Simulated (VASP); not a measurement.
## Pb: single point with PBE

The system is Pb, a slab with vacuum.

```
Pb
1.0
     3.56346    0.00000    0.00000
     0.00000    5.03949    0.00000
     0.00000    0.00000   23.12690
Pb
5
Direct
  0.00000 0.00000 0.35663
  0.50000 0.50000 0.42186
  0.00000 0.00000 0.50000
  0.50000 0.50000 0.57814
  0.00000 0.00000 0.64337
```

```json
{
 "Program": "VASP 6.6.1",
 "Task": "single point",
 "Functional": "PBE",
 "Potentials or basis": "VASP PAW PBE potentials, release 64 (Pb_d)",
 "Cutoff": "400 eV",
 "k mesh": "12 × 8 × 1",
 "Occupations": "fermi-dirac, width 0.1 eV",
 "Spin": "no spin polarisation"
}
```

```json
{
  "Band gap on the k mesh": "zero (bands 35 and 36 overlap by 2.24 eV)"
}
```

Forces in eV/Å, atoms in the order of the input:
```
Pb   0.000  0.000  0.003
Pb   0.000  0.000  0.000
Pb   0.000  0.000  0.000
Pb   0.000  0.000  0.000
Pb   0.000  0.000 -0.003
```

Levels at points of the mesh, in eV from the Fermi level:
```tsv
k point	band 31	band 32	band 33	band 34	band 35	band 36	band 37	band 38	band 39	band 40
(0.00, 0.00, 0.00)	-2.79	-1.66	-1.61	-0.68	0.42	0.67	1.22	2.23	2.88	3.27
(0.50, 0.00, 0.00)	-2.46	-2.09	-1.33	-1.12	-1.07	0.58	0.75	1.19	1.44	1.45
(0.00, 0.50, 0.00)	-3.12	-2.87	-0.94	-0.54	1.32	2.54	3.16	3.83	3.95	4.15
(0.50, 0.50, 0.00)	-3.75	-3.62	-2.71	-2.58	-1.17	-0.63	-0.14	0.60	1.68	2.29
```

It took 5 min on 1 thread of Intel(R) Xeon(R) 6975P-C (Granite Rapids), on a shared host, peak memory 0.54 GiB.

Caveat: spin-orbit coupling is left out, which moves the levels of the heavy elements.
